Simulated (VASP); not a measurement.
# TiAl3 in VASP: single point with LDA

Aim: the single point of TiAl3 with LDA.

Everything below comes from runs of VASP 6.6.1. Logs are shortened: lines on timing, memory, paths and dates and some standing lists are left out, and cuts for length are marked.

## 1. The cell of the first run

The cell holds a slab with vacuum, 16 atoms: a = 5.594 Å, b = 3.956 Å, c = 25.790 Å, α = 90.00°, β = 90.00°, γ = 90.00°.

## 2. Single point, LDA

INCAR

```
SYSTEM = TiAl3
PREC = Accurate
ENCUT = 520
EDIFF = 1E-7
ISMEAR = 0
SIGMA = 0.15
LREAL = Auto
LASPH = .True.
NELM = 80
ALGO = Normal
ISIF = 2
LWAVE = .False.
LCHARG = .False.
LDIPOL = .True.
IDIPOL = 3
DIPOL = 0.5 0.5 0.500
NBANDS = 56
```

KPOINTS

```
regular mesh
0
Gamma
  3 4 1
  0 0 0
```

POSCAR

```
TiAl3
1.0
    5.5941621623      0.0000000000      0.0000000000
    0.0000000000      3.9556700000      0.0000000000
    0.0000000000      0.0000000000     25.7897837840
Ti Al
4 12
Direct
    0.0000000000      0.0000000000      0.3205667860
    0.5000000000      0.0000000000      0.4207688334
    0.0000000000      0.0000000000      0.5256044504
    0.5000000000      0.0000000000      0.6304278824
    0.5000000000      0.0000000000      0.3102434498
    0.2515568910      0.5000000000      0.3629874218
    0.7484431090      0.5000000000      0.3629874218
    0.0000000000      0.0000000000      0.4207966995
    0.7504413240      0.5000000000      0.4724720424
    0.2495586760      0.5000000000      0.4724720424
    0.5000000000      0.0000000000      0.5264196544
    0.2473882990      0.5000000000      0.5810671641
    0.7526117010      0.5000000000      0.5810671641
    0.0000000000      0.0000000000      0.6385602085
    0.7493198276      0.5000000000      0.6867793896
    0.2506801724      0.5000000000      0.6867793896
```

Potentials or basis: VASP PAW LDA potentials, release 64 (Ti_sv, Al).

Started as:

```console
cat potpaw_LDA.64/Ti_sv/POTCAR potpaw_LDA.64/Al/POTCAR > POTCAR
mpirun -np 1 vasp_std > vasp.out
```

OUTCAR:

```text
SYSTEM = TiAl3
   PREC = Accurate
   ENCUT = 520
   EDIFF = 1E-7
   ISMEAR = 0
   LREAL = Auto
   LASPH = .True.
   NELM = 80
   ISIF = 2

 ion  position               nearest neighbor table
   1  0.000  0.000  0.321-   8 2.58   7 2.66   6 2.66   6 2.66   7 2.66   5 2.81   5 2.81
   2  0.500  0.000  0.421-  11 2.72  10 2.77   9 2.77   9 2.77  10 2.77   8 2.80   8 2.80   7 2.84
                             6 2.84   7 2.84   6 2.84   5 2.85
   3  0.000  0.000  0.526-   8 2.70   9 2.78  10 2.78   9 2.78  10 2.78  11 2.80  11 2.80  13 2.81
                            12 2.81  13 2.81  12 2.81  14 2.91
   4  0.500  0.000  0.630-  11 2.68  12 2.74  13 2.74  12 2.74  13 2.74  14 2.80  14 2.80  16 2.82
                            15 2.82  16 2.82  15 2.82
   5  0.500  0.000  0.310-   6 2.77   7 2.77   6 2.77   7 2.77   1 2.81   1 2.81   2 2.85
   6  0.252  0.500  0.363-   1 2.66   1 2.66   5 2.77   5 2.77   7 2.78   7 2.81  10 2.82   2 2.84
                             2 2.84   8 2.85   8 2.85
   7  0.748  0.500  0.363-   1 2.66   1 2.66   5 2.77   5 2.77   6 2.78   6 2.81   9 2.82   2 2.84
                             2 2.84   8 2.85   8 2.85
   8  0.000  0.000  0.421-   1 2.58   3 2.70   9 2.76  10 2.76   9 2.76  10 2.76   2 2.80   2 2.80
                             7 2.85   6 2.85   7 2.85   6 2.85
   9  0.750  0.500  0.472-   8 2.76   8 2.76   2 2.77   2 2.77   3 2.78   3 2.78  10 2.79  11 2.79
                            11 2.79  13 2.80  10 2.80   7 2.82
  10  0.250  0.500  0.472-   8 2.76   8 2.76   2 2.77   2 2.77   3 2.78   3 2.78   9 2.79  11 2.79
                            11 2.79  12 2.80   9 2.80   6 2.82
  11  0.500  0.000  0.526-   4 2.68   2 2.72   9 2.79  10 2.79   9 2.79  10 2.79   3 2.80   3 2.80
                            13 2.81  12 2.81  13 2.81  12 2.81
  12  0.247  0.500  0.581-  16 2.73   4 2.74   4 2.74  13 2.77  10 2.80   3 2.81   3 2.81  11 2.81
                            11 2.81  13 2.83  14 2.83  14 2.83
  13  0.753  0.500  0.581-  15 2.73   4 2.74   4 2.74  12 2.77   9 2.80   3 2.81   3 2.81  11 2.81
                            11 2.81  12 2.83  14 2.83  14 2.83
  14  0.000  0.000  0.639-  15 2.72  16 2.72  15 2.72  16 2.72   4 2.80   4 2.80  13 2.83  12 2.83
                            13 2.83  12 2.83   3 2.91
  15  0.749  0.500  0.687-  14 2.72  14 2.72  13 2.73  16 2.79  16 2.80   4 2.82   4 2.82
  16  0.251  0.500  0.687-  14 2.72  14 2.72  12 2.73  15 2.79  15 2.80   4 2.82   4 2.82

  LATTYP: Found a simple orthorhombic cell.
 ALAT       =     3.9556700000
 B/A-ratio  =     1.4142135624
 C/A-ratio  =     6.5197005271

  Lattice vectors:

 A1 = (   0.0000000000,  -3.9556700000,   0.0000000000)
 A2 = (   5.5941621623,   0.0000000000,   0.0000000000)
 A3 = (   0.0000000000,   0.0000000000,  25.7897837840)

Analysis of symmetry for initial positions (statically):
=====================================================================
 Subroutine PRICEL returns:
 Original cell was already a primitive cell.

 Routine SETGRP: Setting up the symmetry group for a
 simple orthorhombic supercell.

 Subroutine GETGRP returns: Found  4 space group operations
 (whereof  4 operations were pure point group operations)
 out of a pool of  8 trial point group operations.

The static configuration has the point symmetry C_2v.

Analysis of symmetry for dynamics (positions and initial velocities):
=====================================================================
 Subroutine PRICEL returns:
 Original cell was already a primitive cell.

 Routine SETGRP: Setting up the symmetry group for a
 simple orthorhombic supercell.

 Subroutine GETGRP returns: Found  4 space group operations
 (whereof  4 operations were pure point group operations)
 out of a pool of  8 trial point group operations.

The dynamic configuration has the point symmetry C_2v.

 Subroutine INISYM returns: Found  4 space group operations
 (whereof  4 operations are pure point group operations),
 and found     1 'primitive' translations

----------------------------------------------------------------------------------------

                                     Primitive cell

  volume of cell :     570.6933

  direct lattice vectors                    reciprocal lattice vectors
     5.594162162  0.000000000  0.000000000     0.178757778  0.000000000  0.000000000
     0.000000000  3.955670000  0.000000000     0.000000000  0.252801675  0.000000000
     0.000000000  0.000000000 25.789783784     0.000000000  0.000000000  0.038775044

  length of vectors
     5.594162162  3.955670000 25.789783784     0.178757778  0.252801675  0.038775044

  position of ions in fractional coordinates (direct lattice)
     0.000000000  0.000000000  0.320566786
     0.500000000  0.000000000  0.420768833
     0.000000000  0.000000000  0.525604450
     0.500000000  0.000000000  0.630427882
     0.500000000  0.000000000  0.310243450
     0.251556891  0.500000000  0.362987422
[... 8 lines left out ...]
     0.749319828  0.500000000  0.686779390
     0.250680172  0.500000000  0.686779390

  ion indices of the primitive-cell ions
   primitive index   ion index
                 1           1
                 2           2
                 3           3
                 4           4
                 5           5
                 6           6
[... 8 lines left out ...]
                15          15
                16          16

----------------------------------------------------------------------------------------

 KPOINTS: regular mesh

Automatic generation of k-mesh.
 Grid dimensions read from file:
 generate k-points for:    3    4    1

 Generating k-lattice:

  Cartesian coordinates                     Fractional coordinates (reciprocal lattice)
     0.059585926  0.000000000  0.000000000     0.333333333  0.000000000  0.000000000
     0.000000000  0.063200419  0.000000000     0.000000000  0.250000000  0.000000000
     0.000000000  0.000000000  0.038775044     0.000000000  0.000000000  1.000000000

  Length of vectors
     0.059585926  0.063200419  0.038775044

  Shift w.r.t. Gamma in fractional coordinates (k-lattice)
     0.000000000  0.000000000  0.000000000

 Subroutine IBZKPT returns following result:
 ===========================================

 Found      6 irreducible k-points:

 Following reciprocal coordinates:
            Coordinates               Weight
  0.000000  0.000000  0.000000      1.000000
  0.333333  0.000000  0.000000      2.000000
  0.000000  0.250000  0.000000      2.000000
  0.333333  0.250000  0.000000      4.000000
  0.000000  0.500000  0.000000      1.000000
  0.333333  0.500000  0.000000      2.000000
   k-points           NKPTS =      6   k-points in BZ     NKDIM =      6   number of bands    NBANDS=     56
   number of dos      NEDOS =    301   number of ions     NIONS =     16
   total plane-waves  NPLWV = 241920
   dimension x,y,z NGX =    42 NGY =   30 NGZ =  192
   dimension x,y,z NGXF=    84 NGYF=   60 NGZF=  384
   ions per type =               4  12
   NGX,Y,Z   is equivalent  to a cutoff of  12.48, 12.61, 12.38 a.u.
   NGXF,Y,Z  is equivalent  to a cutoff of  24.96, 25.22, 24.75 a.u.
 SYSTEM =  TiAl3
   PREC   = accura    normal or accurate (medium, high low for compatibility)
   ISTART =      0    job   : 0-new  1-cont  2-samecut
   ICHARG =      2    charge: 1-file 2-atom 10-const
   ISPIN  =      1    spin polarized calculation?
   LNONCOLLINEAR =      F non collinear calculations
   LSORBIT =      F    spin-orbit coupling
   LASPH  =      T    aspherical Exc in radial PAW
   ENCUT  =  520.0 eV  38.22 Ry    6.18 a.u.  10.40  7.35 47.95*2*pi/ulx,y,z
   NELM   =     80;   NELMIN=  2; NELMDL= -5     # of ELM steps
   EDIFF  = 0.1E-06   stopping-criterion for ELM
   LREAL  =      T    real-space projection
   EDIFFG = 0.1E-05   stopping-criterion for IOM
   NSW    =      0    number of steps for IOM
   IBRION =     -1    ionic relax: 0-MD 1-quasi-New 2-CG
   NFREE  =      0    steps in history (QN), initial steepest desc. (CG)
   ISIF   =      2    stress and relaxation
   ISYM   =      2    0-nonsym 1-usesym 2-fastsym
   POTIM  = 0.5000    time-step for ionic-motion
   TEBEG  =    0.0;   TEEND  =   0.0 temperature during run
   PSTRESS=    0.0 pullay stress
   NELECT =      84.0000    total number of electrons
   NUPDOWN=      -1.0000    fix difference up-down
   EMIN   =  10.00;   EMAX   =-10.00  energy-range for DOS
   EFERMI =   0.00;   METHOD = LEGACY
   ISMEAR =     0;   SIGMA  =   0.15  broadening in eV -4-tet -1-fermi 0-gaus
   EFERMI_NEDOS =   21; number of points for ismear=-14 and -15
   IALGO  =     38    algorithm
   IMIX   =      4    mixing-type and parameters
     AMIX     =   0.40;   BMIX     =  1.00
     AMIX_MAG =   1.60;   BMIX_MAG =  1.00
  volume/ion in A,a.u.               =      35.67       240.70
  Fermi-wavevector in a.u.,A,eV,Ry     =   0.864371  1.633425 10.165425  0.747138
  Thomas-Fermi vector in A             =   1.982458
   LORBIT       =      0    0 simple, 1 ext, 2 COOP (PROOUT), +10 PAW based schemes
   GGA     = CA    functional components
   LHFCALC =     F    Hartree Fock is set to
   AEXX    =    0.0000 exact exchange contribution
   IVDW    =     0    specifies the selected vdW correction
   LEPSILON=     F    determine dielectric tensor
   LRPA    =     F    only Hartree local field effects (RPA)
 non-spin polarized calculation
 Gauss-broadening in eV      SIGMA  =   0.15
  energy-cutoff  :      520.00
  volume of cell :      570.69
 maximum number of plane-waves:     15399
 NGX is ok and might be reduce to    42
   NGX = 21   NGY = 15   NGZ = 95

 dipolmoment           0.000000      0.000000      0.009648 electrons x Angstroem

 number of electron      83.9999989 magnetization

 dipolmoment           0.000000      0.000000     -0.015172 electrons x Angstroem

 Free energy of the ion-electron system (eV)
  ---------------------------------------------------
  ext. energy  EPLUGINS =         0.00000000
  ---------------------------------------------------
  free energy    TOTEN  =       -86.06061948 eV

  energy without entropy =      -85.95189958  energy(sigma->0) =      -86.00625953

 E-fermi :   1.3746     XC(G=0):  -5.6142

 val. band max:        1.3465269535   @ k =   0.0000   0.0000   0.0000
 cond. band min:       1.3814401245   @ k =   0.0000   0.5000   0.0000
 fundamental gap:      0.0349131710
 Fermi energy:         1.3745771900

 k-point     1 :       0.0000    0.0000    0.0000
  band No.  band energies     occupation
      1     -54.7999      2.00000
      2     -54.7807      2.00000
      3     -54.7693      2.00000
      4     -54.6226      2.00000
      5     -31.6495      2.00000
      6     -31.4966      2.00000
[... 46 lines left out ...]
     53       2.9365      0.00000
     54       3.0363      0.00000

 k-point     2 :       0.3333    0.0000    0.0000
  band No.  band energies     occupation
      1     -54.7999      2.00000
      2     -54.7807      2.00000
      3     -54.7694      2.00000
      4     -54.6226      2.00000
      5     -31.6496      2.00000
      6     -31.4966      2.00000
[... 46 lines left out ...]
     53       3.0090      0.00000
     54       3.3258      0.00000

 k-point     3 :       0.0000    0.2500    0.0000
  band No.  band energies     occupation
      1     -54.7996      2.00000
      2     -54.7803      2.00000
      3     -54.7689      2.00000
      4     -54.6222      2.00000
      5     -31.6487      2.00000
      6     -31.5067      2.00000
[... 46 lines left out ...]
     53       2.9157      0.00000
     54       3.0311      0.00000

 k-point     4 :       0.3333    0.2500    0.0000
  band No.  band energies     occupation
      1     -54.7995      2.00000
      2     -54.7803      2.00000
      3     -54.7689      2.00000
      4     -54.6222      2.00000
      5     -31.6488      2.00000
      6     -31.5066      2.00000
[... 46 lines left out ...]
     53       3.0261      0.00000
     54       3.2332      0.00000

 k-point     5 :       0.0000    0.5000    0.0000
  band No.  band energies     occupation
      1     -54.7992      2.00000
      2     -54.7799      2.00000
      3     -54.7685      2.00000
      4     -54.6218      2.00000
      5     -31.6479      2.00000
      6     -31.5167      2.00000
[... 46 lines left out ...]
     53       2.8957      0.00000
     54       2.9618      0.00000

 k-point     6 :       0.3333    0.5000    0.0000
  band No.  band energies     occupation
      1     -54.7992      2.00000
      2     -54.7799      2.00000
      3     -54.7685      2.00000
      4     -54.6218      2.00000
      5     -31.6480      2.00000
      6     -31.5166      2.00000
[... 46 lines left out ...]
     53       2.6808      0.00000
     54       2.8422      0.00000
 [bands above 54 left out]

------------------------ aborting loop because EDIFF is reached ----------------------------------------

 vacuum level on the upper side and lower side of the slab       (xc-potential included)        -0.128         0.003

  FORCE on cell =-STRESS in cart. coord.  units (eV):
  Direction    XX          YY          ZZ          XY          YZ          ZX
  --------------------------------------------------------------------------------------
  -------------------------------------------------------------------------------------
  Total      -11.6211804     -6.9274049      0.2166391      0.0000000      0.0000000      0.0000000
  in kB      -32.6255633    -19.4481523      0.6081974      0.0000000      0.0000000      0.0000000
  external PRESSURE =     -17.1551727 kB  Pullay stress =       0.0000000 kB

 VOLUME and BASIS-vectors are now :
 -----------------------------------------------------------------------------
  energy-cutoff  :      520.00
  volume of cell :      570.69
      direct lattice vectors                 reciprocal lattice vectors
     5.594162162  0.000000000  0.000000000     0.178757778  0.000000000  0.000000000
     0.000000000  3.955670000  0.000000000     0.000000000  0.252801675  0.000000000
     0.000000000  0.000000000 25.789783784     0.000000000  0.000000000  0.038775044

 POSITION                                       TOTAL-FORCE (eV/Angst)
 -----------------------------------------------------------------------------------
      0.00000      0.00000      8.26735         0.000000      0.000000     -0.021617
      2.79708      0.00000     10.85154         0.000000      0.000000     -0.015270
      0.00000      0.00000     13.55523         0.000000      0.000000      0.007693
      2.79708      0.00000     16.25860         0.000000      0.000000      0.004581
      2.79708      0.00000      8.00111         0.000000      0.000000     -0.007203
      1.40725      1.97784      9.36137         0.000811     -0.000000      0.004926
[... 8 lines left out ...]
      4.19182      1.97784     17.71189        -0.008180      0.000000      0.002603
      1.40235      1.97784     17.71189         0.008180     -0.000000      0.002603
 -----------------------------------------------------------------------------------
    total drift:                                0.000000      0.000000     -0.013960

  FREE ENERGIE OF THE ION-ELECTRON SYSTEM (eV)
  ---------------------------------------------------
  free  energy   TOTEN  =       -86.0606194838 eV

  energy  without entropy=      -85.9518995803  energy(sigma->0) =      -86.00625953

 vacuum level on the upper side and lower side of the slab         5.549         5.683
```

Run time: 14 min. Hardware: 1 thread of Intel Xeon 8259CL, shared host; peak memory 0.47 GiB.

Results:

* Free energy: -86.0606 eV
* Largest force: 0.022 eV/Å
* Band gap on the k mesh: zero (bands 42 and 43 overlap by 0.43 eV)

Forces in eV/Å, atoms in the order of the input:
```
Ti   0.000  0.000 -0.022
Ti   0.000  0.000 -0.015
Ti   0.000  0.000  0.008
Ti   0.000  0.000  0.005
Al   0.000  0.000 -0.007
Al   0.001  0.000  0.005
Al  -0.001  0.000  0.005
Al   0.000  0.000  0.000
Al   0.003  0.000  0.007
Al  -0.003  0.000  0.007
Al   0.000  0.000  0.006
Al   0.001  0.000 -0.012
Al  -0.001  0.000 -0.012
Al   0.000  0.000  0.022
Al  -0.008  0.000  0.003
Al   0.008  0.000  0.003
```

Levels at points of the mesh, in eV from the Fermi level:
| k point | band 39 | band 40 | band 41 | band 42 | band 43 | band 44 | band 45 | band 46 |
| --- | --- | --- | --- | --- | --- | --- | --- | --- |
| (0.00, 0.00, 0.00) | -0.54 | -0.49 | -0.21 | -0.05 | -0.03 | 0.31 | 0.45 | 0.48 |
| (0.00, 0.50, 0.00) | -1.25 | -1.23 | -1.13 | -0.08 | 0.01 | 0.49 | 0.59 | 0.96 |

Caveat: the k points lie up to 0.40 Å⁻¹ apart.
